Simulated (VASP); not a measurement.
# W8AuC8 in VASP: single point with PBEsol

Aim: the single point of W8AuC8 with PBEsol.

Program: VASP 6.6.1. These are calculated values, not measurements. Logs are shortened: lines on timing, memory, paths and dates and some standing lists are left out, and cuts for length are marked.

## Step 1: The cell of the first run

The cell holds a slab with vacuum, 17 atoms: a = 5.710 Å, b = 5.710 Å, c = 15.205 Å, α = 90.00°, β = 90.00°, γ = 120.00°.

## Step 2: Single point, PBEsol

Input file INCAR:

```
SYSTEM = W8AuC8
PREC = Accurate
ENCUT = 520
EDIFF = 1E-6
ISMEAR = 0
SIGMA = 0.1
LREAL = .FALSE.
LASPH = .TRUE.
NELM = 120
ALGO = Normal
ISIF = 2
LWAVE = .FALSE.
LCHARG = .FALSE.
GGA = PS
NBANDS = 92
GGA_COMPAT = .FALSE.
NELMDL = -8
```

Input file KPOINTS:

```
regular mesh
0
G
  5 5 1
  0 0 0
```

Input file POSCAR:

```
W8AuC8
1.0
    5.7102600000      0.0000000000      0.0000000000
   -2.8551300000      4.9452300000      0.0000000000
    0.0000000000      0.0000000000     15.2045300000
W C Au
8 8 1
Direct
    0.0000000000      0.0000000000      0.0657698725
   -0.0005209913     -0.0001071740      0.2540873674
    0.0000000000      0.5000000000      0.0657698725
   -0.0011753745      0.4994348089      0.2541591223
    0.5000000000      0.0000000000      0.0657698725
    0.5008774338      0.0014519042      0.2527275095
    0.5000000000      0.5000000000      0.0657698725
    0.5007174891      0.4989674899      0.2521195328
    0.3329981897      0.1663627374      0.1521712937
    0.3379821491      0.1688259191      0.3269273039
    0.3330823043      0.6664759779      0.1537889695
    0.3348753582      0.6677669188      0.3343649557
    0.8332362404      0.1671204373      0.1527881493
    0.8335875865      0.1665055013      0.3286680351
    0.8331864064      0.6662523280      0.1527551328
    0.8329347624      0.6667661565      0.3288761310
    0.4480902710      0.6882709197      0.4547847911
```

Potentials or basis: VASP PAW PBE potentials, release 64 (W_sv, C, Au).

Command:

```
cat potpaw_PBE.64/W_sv/POTCAR potpaw_PBE.64/C/POTCAR potpaw_PBE.64/Au/POTCAR > POTCAR
mpirun -np 1 vasp_std > vasp.out
```

OUTCAR:

```text
SYSTEM = W8AuC8
   PREC = Accurate
   ENCUT = 520
   EDIFF = 1E-6
   ISMEAR = 0
   LREAL = .FALSE.
   LASPH = .TRUE.
   NELM = 120
   ISIF = 2
   GGA = PS
   NELMDL = -8

 ion  position               nearest neighbor table
   1  0.000  0.000  0.066-   9 2.11  15 2.11  13 2.12   7 2.86   3 2.86   3 2.86   7 2.86   5 2.86
                             5 2.86   2 2.86
   2  0.999  1.000  0.254-  14 2.00  16 2.00  10 2.01  13 2.26  15 2.26   9 2.26   6 2.85   4 2.85
                             8 2.85   4 2.86   8 2.86   6 2.86   1 2.86
   3  0.000  0.500  0.066-  13 2.11  15 2.11  11 2.12   5 2.86   1 2.86   1 2.86   5 2.86   7 2.86
                             7 2.86   4 2.86
   4  0.999  0.499  0.254-  14 2.00  16 2.00  12 2.06  11 2.25  13 2.25  15 2.25   8 2.84   6 2.84
                             2 2.85   2 2.86   3 2.86   6 2.87   8 2.87
   5  0.500  0.000  0.066-   9 2.11  13 2.11  11 2.12   6 2.84   7 2.86   3 2.86   7 2.86   3 2.86
                             1 2.86   1 2.86
   6  0.501  0.001  0.253-  10 1.99  14 2.01  12 2.06  11 2.24  13 2.24   9 2.25   8 2.84   5 2.84
                             4 2.84   2 2.85   2 2.86   4 2.87   8 2.87  17 3.49
   7  0.500  0.500  0.066-   9 2.11  15 2.11  11 2.12   8 2.83   1 2.86   5 2.86   5 2.86   1 2.86
                             3 2.86   3 2.86
   8  0.501  0.499  0.252-  10 1.99  16 2.02  12 2.07  11 2.23  15 2.23   9 2.24   7 2.83   6 2.84
                             4 2.84   2 2.85   2 2.86   4 2.87   6 2.87  17 3.33
   9  0.333  0.166  0.152-   1 2.11   5 2.11   7 2.11   8 2.24   6 2.25   2 2.26
  10  0.338  0.169  0.327-   6 1.99   8 1.99   2 2.01
  11  0.333  0.666  0.154-   3 2.12   7 2.12   5 2.12   8 2.23   6 2.24   4 2.25
  12  0.335  0.668  0.334-  17 1.93   4 2.06   6 2.06   8 2.07
  13  0.833  0.167  0.153-   3 2.11   5 2.11   1 2.12   6 2.24   4 2.25   2 2.26
  14  0.834  0.167  0.329-   2 2.00   4 2.00   6 2.01
  15  0.833  0.666  0.153-   3 2.11   7 2.11   1 2.11   8 2.23   4 2.25   2 2.26
  16  0.833  0.667  0.329-   4 2.00   2 2.00   8 2.02
  17  0.448  0.688  0.455-  12 1.93   8 3.33   6 3.49

  LATTYP: Found a hexagonal cell.
 ALAT       =     5.7102600000
 C/A-ratio  =     2.6626686000

  Lattice vectors:

 A1 = (   5.7102600000,   0.0000000000,   0.0000000000)
 A2 = (  -2.8551300000,   4.9452300000,   0.0000000000)
 A3 = (   0.0000000000,   0.0000000000,  15.2045300000)

Analysis of symmetry for initial positions (statically):
=====================================================================
 Subroutine PRICEL returns:
 Original cell was already a primitive cell.

 Routine SETGRP: Setting up the symmetry group for a
 hexagonal supercell.

 Subroutine GETGRP returns: Found  1 space group operations
 (whereof  1 operations were pure point group operations)
 out of a pool of 24 trial point group operations.

The static configuration has the point symmetry C_1 .

Analysis of symmetry for dynamics (positions and initial velocities):
=====================================================================
 Subroutine PRICEL returns:
 Original cell was already a primitive cell.

 Routine SETGRP: Setting up the symmetry group for a
 hexagonal supercell.

 Subroutine GETGRP returns: Found  1 space group operations
 (whereof  1 operations were pure point group operations)
 out of a pool of 24 trial point group operations.

The dynamic configuration has the point symmetry C_1 .

 Subroutine INISYM returns: Found  1 space group operations
 (whereof  1 operations are pure point group operations),
 and found     1 'primitive' translations

----------------------------------------------------------------------------------------

                                     Primitive cell

  volume of cell :     429.3539

  direct lattice vectors                    reciprocal lattice vectors
     5.710260000  0.000000000  0.000000000     0.175123374  0.101107532  0.000000000
    -2.855130000  4.945230000  0.000000000     0.000000000  0.202215064  0.000000000
     0.000000000  0.000000000 15.204530000     0.000000000  0.000000000  0.065769873

  length of vectors
     5.710260000  5.710259808 15.204530000     0.202215057  0.202215064  0.065769873

  position of ions in fractional coordinates (direct lattice)
     0.000000000  0.000000000  0.065769872
     0.999479009  0.999892826  0.254087367
     0.000000000  0.500000000  0.065769872
     0.998824625  0.499434809  0.254159122
     0.500000000  0.000000000  0.065769872
     0.500877434  0.001451904  0.252727509
[... 9 lines left out ...]
     0.832934762  0.666766157  0.328876131
     0.448090271  0.688270920  0.454784791

  ion indices of the primitive-cell ions
   primitive index   ion index
                 1           1
                 2           2
                 3           3
                 4           4
                 5           5
                 6           6
[... 9 lines left out ...]
                16          16
                17          17

----------------------------------------------------------------------------------------

 KPOINTS: regular mesh

Automatic generation of k-mesh.
 Grid dimensions read from file:
 generate k-points for:    5    5    1

 Generating k-lattice:

  Cartesian coordinates                     Fractional coordinates (reciprocal lattice)
     0.035024675  0.020221506  0.000000000     0.200000000  0.000000000  0.000000000
     0.000000000  0.040443013  0.000000000     0.000000000  0.200000000  0.000000000
     0.000000000  0.000000000  0.065769873     0.000000000  0.000000000  1.000000000

  Length of vectors
     0.040443011  0.040443013  0.065769873

  Shift w.r.t. Gamma in fractional coordinates (k-lattice)
     0.000000000  0.000000000  0.000000000

 Subroutine IBZKPT returns following result:
 ===========================================

 Found     13 irreducible k-points:

 Following reciprocal coordinates:
            Coordinates               Weight
  0.000000  0.000000  0.000000      1.000000
  0.200000  0.000000  0.000000      2.000000
  0.000000  0.200000  0.000000      2.000000
 -0.200000  0.200000  0.000000      2.000000
  0.400000  0.000000  0.000000      2.000000
  0.000000  0.400000  0.000000      2.000000
 -0.400000  0.400000  0.000000      2.000000
  0.200000  0.200000  0.000000      2.000000
 -0.200000  0.400000  0.000000      2.000000
 -0.400000  0.200000  0.000000      2.000000
  0.400000  0.200000  0.000000      2.000000
 -0.200000 -0.400000  0.000000      2.000000
  0.400000  0.400000  0.000000      2.000000
   k-points           NKPTS =     13   k-points in BZ     NKDIM =     13   number of bands    NBANDS=     92
   number of dos      NEDOS =    301   number of ions     NIONS =     17
   total plane-waves  NPLWV = 211680
   dimension x,y,z NGX =    42 NGY =   42 NGZ =  120
   dimension x,y,z NGXF=    84 NGYF=   84 NGZF=  240
   ions per type =               8   8   1
   NGX,Y,Z   is equivalent  to a cutoff of  12.23, 12.23, 13.12 a.u.
   NGXF,Y,Z  is equivalent  to a cutoff of  24.46, 24.46, 26.24 a.u.
 SYSTEM =  W8AuC8
   PREC   = accura    normal or accurate (medium, high low for compatibility)
   ISTART =      0    job   : 0-new  1-cont  2-samecut
   ICHARG =      2    charge: 1-file 2-atom 10-const
   ISPIN  =      1    spin polarized calculation?
   LNONCOLLINEAR =      F non collinear calculations
   LSORBIT =      F    spin-orbit coupling
   LASPH  =      T    aspherical Exc in radial PAW
   ENCUT  =  520.0 eV  38.22 Ry    6.18 a.u.  10.62 10.62 28.27*2*pi/ulx,y,z
   NELM   =    120;   NELMIN=  2; NELMDL= -8     # of ELM steps
   EDIFF  = 0.1E-05   stopping-criterion for ELM
   LREAL  =      F    real-space projection
   EDIFFG = 0.1E-04   stopping-criterion for IOM
   NSW    =      0    number of steps for IOM
   IBRION =     -1    ionic relax: 0-MD 1-quasi-New 2-CG
   NFREE  =      0    steps in history (QN), initial steepest desc. (CG)
   ISIF   =      2    stress and relaxation
   ISYM   =      2    0-nonsym 1-usesym 2-fastsym
   POTIM  = 0.5000    time-step for ionic-motion
   TEBEG  =    0.0;   TEEND  =   0.0 temperature during run
   PSTRESS=    0.0 pullay stress
   NELECT =     155.0000    total number of electrons
   NUPDOWN=      -1.0000    fix difference up-down
   EMIN   =  10.00;   EMAX   =-10.00  energy-range for DOS
   EFERMI =   0.00;   METHOD = LEGACY
   ISMEAR =     0;   SIGMA  =   0.10  broadening in eV -4-tet -1-fermi 0-gaus
   EFERMI_NEDOS =   21; number of points for ismear=-14 and -15
   IALGO  =     38    algorithm
   IMIX   =      4    mixing-type and parameters
     AMIX     =   0.40;   BMIX     =  1.00
     AMIX_MAG =   1.60;   BMIX_MAG =  1.00
  volume/ion in A,a.u.               =      25.26       170.44
  Fermi-wavevector in a.u.,A,eV,Ry     =   1.165682  2.202820 18.487809  1.358816
  Thomas-Fermi vector in A             =   2.302205
   LORBIT       =      0    0 simple, 1 ext, 2 COOP (PROOUT), +10 PAW based schemes
   GGA     = PS    functional components
   LHFCALC =     F    Hartree Fock is set to
   AEXX    =    0.0000 exact exchange contribution
   IVDW    =     0    specifies the selected vdW correction
   LEPSILON=     F    determine dielectric tensor
   LRPA    =     F    only Hartree local field effects (RPA)
 non-spin polarized calculation
 Gauss-broadening in eV      SIGMA  =   0.10
  energy-cutoff  :      520.00
  volume of cell :      429.35
 maximum number of plane-waves:     11613
   NGX = 21   NGY = 21   NGZ = 57

 number of electron     155.0000008 magnetization

 Free energy of the ion-electron system (eV)
  ---------------------------------------------------
  ext. energy  EPLUGINS =         0.00000000
  ---------------------------------------------------
  free energy    TOTEN  =      -175.06242661 eV

  energy without entropy =     -175.02704620  energy(sigma->0) =     -175.04473641

 E-fermi :   1.7096     XC(G=0):  -7.2846

 val. band max:        1.6055158576   @ k =   0.2000   0.0000   0.0000
 cond. band min:       1.7368588781   @ k =  -0.2000   0.2000   0.0000
 fundamental gap:      0.1313430205
 Fermi energy:         1.7096263406

 k-point     1 :       0.0000    0.0000    0.0000
  band No.  band energies     occupation
      1     -72.1631      2.00000
      2     -72.1055      2.00000
      3     -72.0941      2.00000
      4     -72.0914      2.00000
      5     -72.0873      2.00000
      6     -72.0372      2.00000
[... 1185 lines left out ...]
     88       3.9865      0.00000
     89       3.9970      0.00000
 [bands above 89 left out]

------------------------ aborting loop because EDIFF is reached ----------------------------------------

  FORCE on cell =-STRESS in cart. coord.  units (eV):
  Direction    XX          YY          ZZ          XY          YZ          ZX
  --------------------------------------------------------------------------------------
  -------------------------------------------------------------------------------------
  Total       13.8923470     14.4258819      1.2329501     -0.4522709     -0.0067360      0.0432197
  in kB       51.8406965     53.8316356      4.6008778     -1.6876946     -0.0251361      0.1612786
  external PRESSURE =      36.7577366 kB  Pullay stress =       0.0000000 kB

 VOLUME and BASIS-vectors are now :
 -----------------------------------------------------------------------------
  energy-cutoff  :      520.00
  volume of cell :      429.35
      direct lattice vectors                 reciprocal lattice vectors
     5.710260000  0.000000000  0.000000000     0.175123374  0.101107532  0.000000000
    -2.855130000  4.945230000  0.000000000     0.000000000  0.202215064  0.000000000
     0.000000000  0.000000000 15.204530000     0.000000000  0.000000000  0.065769873

 POSITION                                       TOTAL-FORCE (eV/Angst)
 -----------------------------------------------------------------------------------
      0.00000      0.00000      1.00000        -0.015503     -0.005628     -0.054132
      2.85246      4.94470      3.86328        -0.001930     -0.000080     -0.034039
     -1.42756      2.47261      1.00000         0.065918      0.043023      0.063042
      4.27760      2.46982      3.86437         0.020851      0.014355     -0.029433
      2.85513      0.00000      1.00000         0.020362     -0.093750     -0.118854
      2.85599      0.00718      3.84260         0.005430     -0.024529     -0.028186
[... 9 lines left out ...]
      2.85257      3.29731      5.00041        -0.001545      0.000076      0.100971
      0.59361      3.40366      6.91479         0.033086      0.001904      0.102153
 -----------------------------------------------------------------------------------
    total drift:                                0.000203      0.000086      0.000532

  FREE ENERGIE OF THE ION-ELECTRON SYSTEM (eV)
  ---------------------------------------------------
  free  energy   TOTEN  =      -175.0624266124 eV

  energy  without entropy=     -175.0270462021  energy(sigma->0) =     -175.04473641
```

Run time: 13 min. Hardware: 1 thread of Intel Xeon 6975P-C (Granite Rapids), shared host; peak memory 0.73 GiB.

What came out:

```yaml
Free_energy: -175.0624 eV
Largest_force: 0.172 eV/Å
Band_gap_on_the_k_mesh: zero (an odd number of electrons rules out a gap without spin polarisation)
```

Forces on the atoms (eV/Å):
```
W   -0.016 -0.006 -0.054
W   -0.002  0.000 -0.034
W    0.066  0.043  0.063
W    0.021  0.014 -0.029
W    0.020 -0.094 -0.119
W    0.005 -0.025 -0.028
W   -0.069  0.058 -0.147
W   -0.013  0.015 -0.036
C   -0.001  0.000  0.000
C   -0.002 -0.004  0.112
C   -0.001 -0.001 -0.003
C   -0.040  0.002 -0.027
C    0.001  0.000 -0.003
C   -0.002 -0.006  0.103
C    0.000  0.001 -0.001
C   -0.002  0.000  0.101
Au   0.033  0.002  0.102
```

Caveat: the PAW data sets were made with another functional, which shifts forces and pressure a little; spin-orbit coupling is left out, which moves the levels of the heavy elements.
